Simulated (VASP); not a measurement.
# LiF (rocksalt type) (Fm-3m) in VASP: notebook

LiF (rocksalt type) is run at these levels: PBE; tasks: single point.

Everything below comes from runs of VASP 6.6.1. Logs are shortened: lines on timing, memory, paths and dates and some standing lists are left out, and cuts for length are marked.

### 1 The cell of the first run

Symmetry: Fm-3m, No. 225, cubic system. The conventional cell has a = 3.999 Å, b = 3.999 Å, c = 3.999 Å, α = 90.00°, β = 90.00°, γ = 90.00°. Within 2.6 Å of Li (site symmetry m-3m) lie 6 F at 2.00 Å. F (site symmetry m-3m) has 6 Li at 2.00 Å within 2.6 Å.

### 2 Single point, PBE (7.99 Å³/atom)

Contents of INCAR:

```
PREC = Accurate ; ENCUT = 520
EDIFF = 1E-6 ; ISMEAR = -1
SIGMA = 0.03 ; LREAL = False
LASPH = True ; NELM = 100
ALGO = Normal ; ISIF = 2
LWAVE = False ; LCHARG = False
GGA = PE ; NBANDS = 12
```

Contents of KPOINTS:

```
Automatic mesh
0
Gamma
  14 14 14
```

Contents of POSCAR:

```
LiF
1.0
    0.0000000000      1.9995698048      1.9995698048
    1.9995698048      0.0000000000      1.9995698048
    1.9995698048      1.9995698048      0.0000000000
Li F
1 1
Direct
    0.0000000000      0.0000000000      0.0000000000
    0.5000000000      0.5000000000      0.5000000000
```

Potentials or basis: VASP PAW PBE potentials, release 64 (Li_sv, F).

Run with:

```
$ cat potpaw_PBE.64/Li_sv/POTCAR potpaw_PBE.64/F/POTCAR > POTCAR
$ mpirun -np 1 vasp_std > vasp.out
```

OUTCAR:

```text
PREC = Accurate
   ENCUT = 520
   EDIFF = 1E-6
   ISMEAR = -1
   LREAL = False
   LASPH = True
   NELM = 100
   ISIF = 2
   GGA = PE

 ion  position               nearest neighbor table
   1  0.000  0.000  0.000-   2 2.00   2 2.00   2 2.00   2 2.00   2 2.00   2 2.00
   2  0.500  0.500  0.500-   1 2.00   1 2.00   1 2.00   1 2.00   1 2.00   1 2.00

  LATTYP: Found a face centered cubic cell.
 ALAT       =     3.9991396096

  Lattice vectors:

 A1 = (   0.0000000000,   1.9995698048,   1.9995698048)
 A2 = (   1.9995698048,   0.0000000000,   1.9995698048)
 A3 = (   1.9995698048,   1.9995698048,   0.0000000000)

Analysis of symmetry for initial positions (statically):
=====================================================================
 Subroutine PRICEL returns:
 Original cell was already a primitive cell.

 Routine SETGRP: Setting up the symmetry group for a
 face centered cubic supercell.

 Subroutine GETGRP returns: Found 48 space group operations
 (whereof 48 operations were pure point group operations)
 out of a pool of 48 trial point group operations.

The static configuration has the point symmetry O_h .

Analysis of symmetry for dynamics (positions and initial velocities):
=====================================================================
 Subroutine PRICEL returns:
 Original cell was already a primitive cell.

 Routine SETGRP: Setting up the symmetry group for a
 face centered cubic supercell.

 Subroutine GETGRP returns: Found 48 space group operations
 (whereof 48 operations were pure point group operations)
 out of a pool of 48 trial point group operations.

The dynamic configuration has the point symmetry O_h .

 Subroutine INISYM returns: Found 48 space group operations
 (whereof 48 operations are pure point group operations),
 and found     1 'primitive' translations

----------------------------------------------------------------------------------------

                                     Primitive cell

  volume of cell :      15.9897

  direct lattice vectors                    reciprocal lattice vectors
     0.000000000  1.999569805  1.999569805    -0.250053786  0.250053786  0.250053786
     1.999569805  0.000000000  1.999569805     0.250053786 -0.250053786  0.250053786
     1.999569805  1.999569805  0.000000000     0.250053786  0.250053786 -0.250053786

  length of vectors
     2.827818737  2.827818737  2.827818737     0.433105862  0.433105862  0.433105862

  position of ions in fractional coordinates (direct lattice)
     0.000000000  0.000000000  0.000000000
     0.500000000  0.500000000  0.500000000

  ion indices of the primitive-cell ions
   primitive index   ion index
                 1           1
                 2           2

----------------------------------------------------------------------------------------

 KPOINTS: Automatic mesh

Automatic generation of k-mesh.
 Grid dimensions read from file:
 generate k-points for:   14   14   14

 Generating k-lattice:

  Cartesian coordinates                     Fractional coordinates (reciprocal lattice)
    -0.017860985  0.017860985  0.017860985     0.071428571  0.000000000  0.000000000
     0.017860985 -0.017860985  0.017860985     0.000000000  0.071428571  0.000000000
     0.017860985  0.017860985 -0.017860985     0.000000000  0.000000000  0.071428571

  Length of vectors
     0.030936133  0.030936133  0.030936133

  Shift w.r.t. Gamma in fractional coordinates (k-lattice)
     0.000000000  0.000000000  0.000000000

 Subroutine IBZKPT returns following result:
 ===========================================

 Found    104 irreducible k-points:

 Following reciprocal coordinates:
            Coordinates               Weight
  0.000000  0.000000  0.000000      1.000000
  0.071429  0.000000  0.000000      8.000000
  0.142857  0.000000  0.000000      8.000000
  0.214286  0.000000  0.000000      8.000000
  0.285714  0.000000  0.000000      8.000000
  0.357143  0.000000  0.000000      8.000000
[... 16 lines left out ...]
  0.214286  0.142857  0.000000     24.000000
  0.285714  0.142857  0.000000     24.000000
 [... further k-points ...]
   k-points           NKPTS =    104   k-points in BZ     NKDIM =    104   number of bands    NBANDS=     12
   number of dos      NEDOS =    301   number of ions     NIONS =      2
   total plane-waves  NPLWV =  13824
   dimension x,y,z NGX =    24 NGY =   24 NGZ =   24
   dimension x,y,z NGXF=    48 NGYF=   48 NGZF=   48
   ions per type =               1   1
   NGX,Y,Z   is equivalent  to a cutoff of  14.11, 14.11, 14.11 a.u.
   NGXF,Y,Z  is equivalent  to a cutoff of  28.22, 28.22, 28.22 a.u.
 SYSTEM =  unknown system
   PREC   = accura    normal or accurate (medium, high low for compatibility)
   ISTART =      0    job   : 0-new  1-cont  2-samecut
   ICHARG =      2    charge: 1-file 2-atom 10-const
   ISPIN  =      1    spin polarized calculation?
   LNONCOLLINEAR =      F non collinear calculations
   LSORBIT =      F    spin-orbit coupling
   LASPH  =      T    aspherical Exc in radial PAW
   ENCUT  =  520.0 eV  38.22 Ry    6.18 a.u.   5.26  5.26  5.26*2*pi/ulx,y,z
   NELM   =    100;   NELMIN=  2; NELMDL= -5     # of ELM steps
   EDIFF  = 0.1E-05   stopping-criterion for ELM
   LREAL  =      F    real-space projection
   EDIFFG = 0.1E-04   stopping-criterion for IOM
   NSW    =      0    number of steps for IOM
   IBRION =     -1    ionic relax: 0-MD 1-quasi-New 2-CG
   NFREE  =      0    steps in history (QN), initial steepest desc. (CG)
   ISIF   =      2    stress and relaxation
   ISYM   =      2    0-nonsym 1-usesym 2-fastsym
   POTIM  = 0.5000    time-step for ionic-motion
   TEBEG  =    0.0;   TEEND  =   0.0 temperature during run
   PSTRESS=    0.0 pullay stress
   NELECT =      10.0000    total number of electrons
   NUPDOWN=      -1.0000    fix difference up-down
   EMIN   =  10.00;   EMAX   =-10.00  energy-range for DOS
   EFERMI =   0.00;   METHOD = LEGACY
   ISMEAR =    -1;   SIGMA  =   0.03  broadening in eV -4-tet -1-fermi 0-gaus
   EFERMI_NEDOS =   21; number of points for ismear=-14 and -15
   IALGO  =     38    algorithm
   IMIX   =      4    mixing-type and parameters
     AMIX     =   0.40;   BMIX     =  1.00
     AMIX_MAG =   1.60;   BMIX_MAG =  1.00
  volume/ion in A,a.u.               =       7.99        53.95
  Fermi-wavevector in a.u.,A,eV,Ry     =   1.400001  2.645618 26.667447  1.960002
  Thomas-Fermi vector in A             =   2.523005
   LORBIT       =      0    0 simple, 1 ext, 2 COOP (PROOUT), +10 PAW based schemes
   GGA     = PE    functional components
   LHFCALC =     F    Hartree Fock is set to
   AEXX    =    0.0000 exact exchange contribution
   IVDW    =     0    specifies the selected vdW correction
   LEPSILON=     F    determine dielectric tensor
   LRPA    =     F    only Hartree local field effects (RPA)
 non-spin polarized calculation
  energy-cutoff  :      520.00
  volume of cell :       15.99
 maximum number of plane-waves:       444
 NGX is ok and might be reduce to    24
   NGX = 11   NGY = 11   NGZ = 11

 number of electron      10.0000000 magnetization

 number of electron       9.9999995 magnetization

 Free energy of the ion-electron system (eV)
  ---------------------------------------------------
  ext. energy  EPLUGINS =         0.00000000
  ---------------------------------------------------
  free energy    TOTEN  =        -9.63102924 eV

  energy without entropy =       -9.63102924  energy(sigma->0) =       -9.63102924

 E-fermi :  -0.2242     XC(G=0): -10.0881

 val. band max:       -0.8853743629   @ k =  -0.0714   0.0714   0.0000
 cond. band min:       8.4017051676   @ k =   0.0000   0.0000   0.0000
 fundamental gap:      9.2870795305
 Fermi energy:        -0.2242284869

 k-point     1 :       0.0000    0.0000    0.0000
  band No.  band energies     occupation
      1     -41.7593      2.00000
      2     -20.9198      2.00000
      3      -0.8862      2.00000
      4      -0.8862      2.00000
      5      -0.8862      2.00000
      6       8.4017      0.00000
      7      23.3685      0.00000
      8      23.3685      0.00000
      9      23.3685      0.00000
     10      23.6515      0.00000
     11      23.6515      0.00000
     12      23.6515      0.00000

 k-point     2 :       0.0714    0.0000    0.0000
  band No.  band energies     occupation
      1     -41.7562      2.00000
      2     -20.8995      2.00000
      3      -1.0407      2.00000
      4      -0.8985      2.00000
      5      -0.8985      2.00000
      6       8.5536      0.00000
      7      21.4501      0.00000
      8      22.5008      0.00000
      9      22.5008      0.00000
     10      24.3886      0.00000
     11      24.3886      0.00000
     12      24.5664      0.00000

 k-point     3 :       0.1429    0.0000    0.0000
  band No.  band energies     occupation
      1     -41.7473      2.00000
      2     -20.8405      2.00000
      3      -1.4519      2.00000
      4      -0.9327      2.00000
      5      -0.9327      2.00000
      6       8.9483      0.00000
      7      19.4305      0.00000
      8      21.4065      0.00000
      9      21.4065      0.00000
     10      25.1873      0.00000
     11      25.2699      0.00000
     12      25.2699      0.00000
[... 286 lines left out ...]
 k-point    23 :       0.2143    0.1429    0.0000
  band No.  band energies     occupation
      1     -41.7341      2.00000
      2     -20.7404      2.00000
      3      -1.8022      2.00000
      4      -1.1779      2.00000
      5      -1.1500      2.00000
      6       9.6931      0.00000
      7      18.6525      0.00000
      8      20.2152      0.00000
      9      20.3876      0.00000
     10      21.5572      0.00000
     11      29.0127      0.00000
     12      29.0939      0.00000

 k-point    24 :       0.2857    0.1429    0.0000
  band No.  band energies     occupation
      1     -41.7218      2.00000
      2     -20.6486      2.00000
      3      -2.3007      2.00000
      4      -1.2544      2.00000
      5      -1.2299      2.00000
      6      10.2105      0.00000
      7      17.2043      0.00000
      8      19.4473      0.00000
      9      19.8170      0.00000
     10      22.6241      0.00000
     11      29.8395      0.00000
     12      29.8865      0.00000

 [... further k-points ...]

------------------------ aborting loop because EDIFF is reached ----------------------------------------

  FORCE on cell =-STRESS in cart. coord.  units (eV):
  Direction    XX          YY          ZZ          XY          YZ          ZX
  --------------------------------------------------------------------------------------
  -------------------------------------------------------------------------------------
  Total        0.3358177      0.3358177      0.3358177     -0.0000000     -0.0000000      0.0000000
  in kB       33.6491744     33.6491744     33.6491744     -0.0000000     -0.0000000      0.0000000
  external PRESSURE =      33.6491744 kB  Pullay stress =       0.0000000 kB

 VOLUME and BASIS-vectors are now :
 -----------------------------------------------------------------------------
  energy-cutoff  :      520.00
  volume of cell :       15.99
      direct lattice vectors                 reciprocal lattice vectors
     0.000000000  1.999569805  1.999569805    -0.250053786  0.250053786  0.250053786
     1.999569805  0.000000000  1.999569805     0.250053786 -0.250053786  0.250053786
     1.999569805  1.999569805  0.000000000     0.250053786  0.250053786 -0.250053786

 POSITION                                       TOTAL-FORCE (eV/Angst)
 -----------------------------------------------------------------------------------
      0.00000      0.00000      0.00000        -0.000000     -0.000000     -0.000000
      1.99957      1.99957      1.99957         0.000000      0.000000      0.000000
 -----------------------------------------------------------------------------------
    total drift:                               -0.000000     -0.000000      0.000000

  FREE ENERGIE OF THE ION-ELECTRON SYSTEM (eV)
  ---------------------------------------------------
  free  energy   TOTEN  =        -9.6310292432 eV

  energy  without entropy=       -9.6310292432  energy(sigma->0) =       -9.63102924
```

Run time: 27 s. Hardware: 1 thread of Intel Xeon 8259CL, shared host; peak memory 0.14 GiB.

Results:

| Property | Result |
| --- | --- |
| Free energy | -9.6310 eV |
| Band gap on the k mesh | 9.29 eV |

Caveat: the cutoff is under 1.25 times the usual one of these potentials, so pressure, stress and relaxed cells hold a basis-set (Pulay) error. A k mesh can miss the band edges.

### 3 Single point, PBE (8.21 Å³/atom)

This run uses another cell than the first one, of 8.21 Å³/atom.

Contents of INCAR:

```
PREC = Accurate ; ENCUT = 520
EDIFF = 1E-7 ; ISMEAR = -1
SIGMA = 0.03 ; LREAL = False
LASPH = True ; NELM = 80
ALGO = Normal ; ISIF = 2
LWAVE = False ; LCHARG = False
GGA = PE ; NBANDS = 12
```

KPOINTS is that of step 2.

Contents of POSCAR:

```
LiF
1.0
    0.0000000000      2.0169582411      2.0169582411
    2.0169582411      0.0000000000      2.0169582411
    2.0169582411      2.0169582411      0.0000000000
Li F
1 1
Direct
    0.0000000000      0.0000000000      0.0000000000
    0.5000000000      0.5000000000      0.5000000000
```

Potentials or basis: VASP PAW PBE potentials, release 64 (Li_sv, F).

Run with:

```
$ cat potpaw_PBE.64/Li_sv/POTCAR potpaw_PBE.64/F/POTCAR > POTCAR
$ mpirun -np 1 vasp_std > vasp.out
```

OUTCAR:

```text
PREC = Accurate
   ENCUT = 520
   EDIFF = 1E-7
   ISMEAR = -1
   LREAL = False
   LASPH = True
   NELM = 80
   ISIF = 2
   GGA = PE

 ion  position               nearest neighbor table
   1  0.000  0.000  0.000-   2 2.02   2 2.02   2 2.02   2 2.02   2 2.02   2 2.02
   2  0.500  0.500  0.500-   1 2.02   1 2.02   1 2.02   1 2.02   1 2.02   1 2.02

  LATTYP: Found a face centered cubic cell.
 ALAT       =     4.0339164822

  Lattice vectors:

 A1 = (   0.0000000000,   2.0169582411,   2.0169582411)
 A2 = (   2.0169582411,   0.0000000000,   2.0169582411)
 A3 = (   2.0169582411,   2.0169582411,   0.0000000000)

Analysis of symmetry for initial positions (statically):
=====================================================================
 Subroutine PRICEL returns:
 Original cell was already a primitive cell.

 Routine SETGRP: Setting up the symmetry group for a
 face centered cubic supercell.

 Subroutine GETGRP returns: Found 48 space group operations
 (whereof 48 operations were pure point group operations)
 out of a pool of 48 trial point group operations.

[... 174 lines left out ...]
      2     -21.0081      2.00000
      3      -1.0453      2.00000
      4      -1.0453      2.00000
      5      -1.0453      2.00000
      6       8.0030      0.00000
      7      22.8627      0.00000
      8      22.8627      0.00000
      9      22.8627      0.00000
     10      23.2353      0.00000
     11      23.2353      0.00000
     12      23.2353      0.00000
[... 331 lines left out ...]
 k-point    24 :       0.2857    0.1429    0.0000
  band No.  band energies     occupation
      1     -41.9415      2.00000
      2     -20.7474      2.00000
      3      -2.4191      2.00000
      4      -1.3993      2.00000
      5      -1.3757      2.00000
      6       9.8250      0.00000
      7      16.8400      0.00000
      8      19.0303      0.00000
      9      19.3926      0.00000
     10      22.1786      0.00000
     11      29.2802      0.00000
     12      29.3389      0.00000

 [... further k-points ...]

------------------------ aborting loop because EDIFF is reached ----------------------------------------

  FORCE on cell =-STRESS in cart. coord.  units (eV):
  Direction    XX          YY          ZZ          XY          YZ          ZX
  --------------------------------------------------------------------------------------
  -------------------------------------------------------------------------------------
  Total        0.1375677      0.1375677      0.1375677      0.0000000      0.0000000      0.0000000
  in kB       13.4309390     13.4309390     13.4309390      0.0000000      0.0000000      0.0000000
  external PRESSURE =      13.4309390 kB  Pullay stress =       0.0000000 kB

 VOLUME and BASIS-vectors are now :
 -----------------------------------------------------------------------------
  energy-cutoff  :      520.00
  volume of cell :       16.41
      direct lattice vectors                 reciprocal lattice vectors
     0.000000000  2.016958241  2.016958241    -0.247898043  0.247898043  0.247898043
     2.016958241  0.000000000  2.016958241     0.247898043 -0.247898043  0.247898043
     2.016958241  2.016958241  0.000000000     0.247898043  0.247898043 -0.247898043

 POSITION                                       TOTAL-FORCE (eV/Angst)
 -----------------------------------------------------------------------------------
      0.00000      0.00000      0.00000        -0.000000     -0.000000      0.000000
      2.01696      2.01696      2.01696         0.000000      0.000000      0.000000
 -----------------------------------------------------------------------------------
    total drift:                               -0.000000     -0.000000      0.000000

  FREE ENERGIE OF THE ION-ELECTRON SYSTEM (eV)
  ---------------------------------------------------
  free  energy   TOTEN  =        -9.6384755517 eV

  energy  without entropy=       -9.6384755517  energy(sigma->0) =       -9.63847555
```

stdout:

```text
POSCAR found type information on POSCAR LiF
 POSCAR found :  2 types and       2 ions
 scaLAPACK will be used
 LDA part: xc-table for (Slater+PW92), standard interpolation
 POSCAR, INCAR and KPOINTS ok, starting setup
 FFT: planning ... GRIDC
 FFT: planning ... GRID_SOFT
 FFT: planning ... GRID
 WAVECAR not read
 entering main loop
```

Run time: 27 s. Hardware: 1 thread of Intel Xeon 8259CL, shared host; peak memory 0.14 GiB.

Results:

| Quantity | Value |
| --- | --- |
| Free energy | -9.6385 eV |
| Band gap on the k mesh | 9.05 eV |

Caveat: the cutoff is under 1.25 times the usual one of these potentials, so pressure, stress and relaxed cells hold a basis-set (Pulay) error.
